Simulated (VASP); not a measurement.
Wanted: the native input for a VASP 6.6.1 run.

* Task: single point
* Functional: LDA
* Potentials or basis: VASP PAW LDA potentials, release 64 (Ru_pv, As)
* Cutoff: 500 eV
* k mesh: 14 × 14 × 14
* Occupations: fermi-dirac, width 0.08 eV
* Spin: no spin polarisation
* Dipole correction: no
* Further INCAR settings: ALGO = Normal; EDIFF = 1e-06; NBANDS = 16

The structure of AsRu (rocksalt type) lies in POSCAR:

```
AsRu
1.0
    0.0000000000      2.4042394615      2.4042394615
    2.4042394615      0.0000000000      2.4042394615
    2.4042394615      2.4042394615      0.0000000000
Ru As
1 1
Direct
    0.0000000000      0.0000000000      0.0000000000
    0.5000000000      0.5000000000      0.5000000000
```

These files were run (other wordings do the same):

INCAR

```
ALGO = Normal ; EDIFF = 1E-6
ENCUT = 500 ; GGA = CA
GGA_COMPAT = F ; ISIF = 2
ISMEAR = -1 ; LASPH = T
LCHARG = T ; LELF = T
LREAL = F ; LVHAR = T
LWAVE = F ; NBANDS = 16
NELM = 120 ; PREC = Accurate
SIGMA = 0.08
```

KPOINTS

```
k-points
0
Gamma
  14 14 14
```

Potentials or basis: VASP PAW LDA potentials, release 64 (Ru_pv, As).

Launch:

```bash
$ cat potpaw_LDA.64/Ru_pv/POTCAR potpaw_LDA.64/As/POTCAR > POTCAR
$ mpirun -np 1 vasp_std > vasp.out
```

Results of the run:

```yaml
Pressure: 26.2 GPa
Band_gap_on_the_k_mesh: zero (an odd number of electrons rules out a gap without spin polarisation)
```

Caveat: the cell stands under pressure.

Run time: 61 s on 1 thread of Intel(R) Xeon(R) Platinum 8259CL CPU @ 2.50GHz (Skylake/Cascade Lake) (shared host), peak memory 0.17 GiB.
